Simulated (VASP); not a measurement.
# SiC: single point with PBE

SiC:

```
CELL_PARAMETERS angstrom
0.00000 2.14741 2.14741
2.14741 0.00000 2.14741
2.12464 2.12464 0.02276
ATOMIC_POSITIONS crystal
Si 0.00000 0.00000 0.00000
C 0.75000 0.75000 0.75000
```

```yaml
Program: VASP 6.6.1
Task: single point
Functional: PBE
Potentials_or_basis: VASP PAW PBE potentials, release 64 (Si, C)
Cutoff: 520 eV
k_mesh: 12 × 12 × 12
Occupations: gaussian, width 0.05 eV
Spin: no spin polarisation
Dipole_correction: no
Further_INCAR_settings: ALGO = Normal; EDIFF = 1e-06; NBANDS = 11
```

| Quantity | Value |
| --- | --- |
| Pressure | 18.4 GPa |
| Largest force | 0.232 eV/Å |
| Band gap on the k mesh | 1.23 eV, indirect (least direct gap 4.50 eV) |

Forces on the atoms (eV/Å):
```
Si  -0.134 -0.134  0.134
C    0.134  0.134 -0.134
```

Stress tensor (GPa, compression positive):
```
18.39  3.48 -3.48
 3.48 18.39 -3.48
-3.48 -3.48 18.39
```

Levels at points of the mesh, in eV from the valence-band top:
```tsv
k point	band 1	band 2	band 3	band 4	band 5	band 6	band 7	band 8
(0.00, 0.00, 0.00)	-15.95	-0.10	-0.10	0.00	6.79	7.54	7.54	8.02
(0.50, 0.00, 0.00)	-12.20	-8.95	-1.11	-1.09	5.99	7.33	7.58	10.35
(0.50, 0.50, 0.00)	-10.64	-8.06	-3.46	-3.28	1.23	4.48	14.63	14.69
(0.00, 0.00, 0.50)	-12.02	-8.90	-1.23	-1.23	5.68	7.26	7.26	10.23
```

Wall time 21 s on 1 thread of Intel(R) Xeon(R) 6975P-C (Granite Rapids) (shared host), peak memory 0.16 GiB.

A k mesh can miss the band edges.
